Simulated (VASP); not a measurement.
Here is a VASP 6.6.1 calculation.

File INCAR:

```
PREC = Accurate
ENCUT = 520
EDIFF = 1E-6
ISMEAR = -1
SIGMA = 0.06122561905347299
LREAL = F
LASPH = T
NELM = 60
ALGO = Normal
ISIF = 2
LWAVE = F
LCHARG = F
GGA = PE
NBANDS = 10
```

KPOINTS

```
Automatic mesh
0
Gamma
  19 19 19
```

File POSCAR:

```
Fe
1.0
   -1.3888810567      1.3888810567      1.3888810567
    1.3888810567     -1.3888810567      1.3888810567
    1.3888810567      1.3888810567     -1.3888810567
Fe
1
Direct
    0.0000000000      0.0000000000      0.0000000000
```

Potentials or basis: VASP PAW PBE potentials, release 64 (Fe).

Launch:

```sh
$ cat potpaw_PBE.64/Fe/POTCAR > POTCAR
$ mpirun -np 1 vasp_std > vasp.out
```

Q: What does it give for the pressure?

A: -5.6 GPa.

Q: What does it give for the band gap on the k mesh?

A: Zero (band 4 reaches 7.45 eV, above the bottom of band 5 at 5.40 eV).

Caveat: the run has no spin polarisation, though such a crystal can be magnetic. Spin polarisation is off, so any magnetic state and its effect on volume and gap are missing.
